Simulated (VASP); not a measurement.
Write the native input for VASP 6.6.1 that does the following.

* Task: single point
* Functional: LDA
* Potentials or basis: VASP PAW LDA potentials, release 64 (In_d, O)
* Cutoff: 520 eV
* k mesh: 2 × 2 × 2
* Occupations: gaussian, width 0.01 eV
* Spin: no spin polarisation
* Dipole correction: no
* Further INCAR settings: LREAL = Auto; ALGO = Normal; EDIFF = 1e-06; NBANDS = 202

The structure of In2O3 lies in POSCAR:

```
In2O3
1.0
   -4.8055750000      4.8055750000      4.8055750000
    4.8055750000     -4.8055750000      4.8055750000
    4.8055750000      4.8055750000     -4.8055750000
In O
16 24
Direct
    0.5000000000      0.5000000000      0.5000000000
    0.5000000000      0.0000000000      0.0000000000
    0.0000000000      0.5000000000      0.0000000000
    0.0000000000      0.0000000000      0.5000000000
    0.2500000000      0.7149102307      0.4649102307
    0.7500000000      0.7850897693      0.0350897693
    0.4649102307      0.2500000000      0.7149102307
    0.0350897693      0.7500000000      0.7850897693
    0.7149102307      0.4649102307      0.2500000000
    0.7850897693      0.0350897693      0.7500000000
    0.7500000000      0.2850897693      0.5350897693
    0.2500000000      0.2149102307      0.9649102307
    0.5350897693      0.7500000000      0.2850897693
    0.9649102307      0.2500000000      0.2149102307
    0.2850897693      0.5350897693      0.7500000000
    0.2149102307      0.9649102307      0.2500000000
    0.5359126828      0.7736347454      0.5496013457
    0.7240333997      0.9863113371      0.9503986543
    0.9640873172      0.5136886629      0.2377220625
    0.7759666003      0.7263652546      0.2622779375
    0.5496013457      0.5359126828      0.7736347454
    0.9503986543      0.7240333997      0.9863113371
    0.2377220625      0.9640873172      0.5136886629
    0.2622779375      0.7759666003      0.7263652546
    0.7736347454      0.5496013457      0.5359126828
    0.9863113371      0.9503986543      0.7240333997
    0.5136886629      0.2377220625      0.9640873172
    0.7263652546      0.2622779375      0.7759666003
    0.4640873172      0.2263652546      0.4503986543
    0.2759666003      0.0136886629      0.0496013457
    0.0359126828      0.4863113371      0.7622779375
    0.2240333997      0.2736347454      0.7377220625
    0.4503986543      0.4640873172      0.2263652546
    0.0496013457      0.2759666003      0.0136886629
    0.7622779375      0.0359126828      0.4863113371
    0.7377220625      0.2240333997      0.2736347454
    0.2263652546      0.4503986543      0.4640873172
    0.0136886629      0.0496013457      0.2759666003
    0.4863113371      0.7622779375      0.0359126828
    0.2736347454      0.7377220625      0.2240333997
```

These files were run (other wordings do the same):

INCAR

```
PREC = Accurate
ENCUT = 520
EDIFF = 1E-6
ISMEAR = 0
SIGMA = 0.01
LREAL = Auto
LASPH = T
NELM = 100
ALGO = Normal
ISIF = 2
LWAVE = F
LCHARG = T
GGA = CA
LELF = T
LVHAR = T
NBANDS = 202
```

KPOINTS

```
regular mesh
0
Gamma
  2 2 2
```

Potentials or basis: VASP PAW LDA potentials, release 64 (In_d, O).

Command:

```console
$ cat potpaw_LDA.64/In_d/POTCAR potpaw_LDA.64/O/POTCAR > POTCAR
$ mpirun -np 1 vasp_std > vasp.out
```

Results of the run:

The pressure is 34.1 GPa, the largest force is 0.017 eV/Å and the band gap on the k mesh is 1.98 eV.

Caveat: the k points lie up to 0.46 Å⁻¹ apart; spin-orbit coupling is left out, which moves the levels of the heavy elements.

Wall time 13 min on 1 thread of Oxide Virtual Turin-like Processor, on a shared host, peak memory 0.47 GiB.
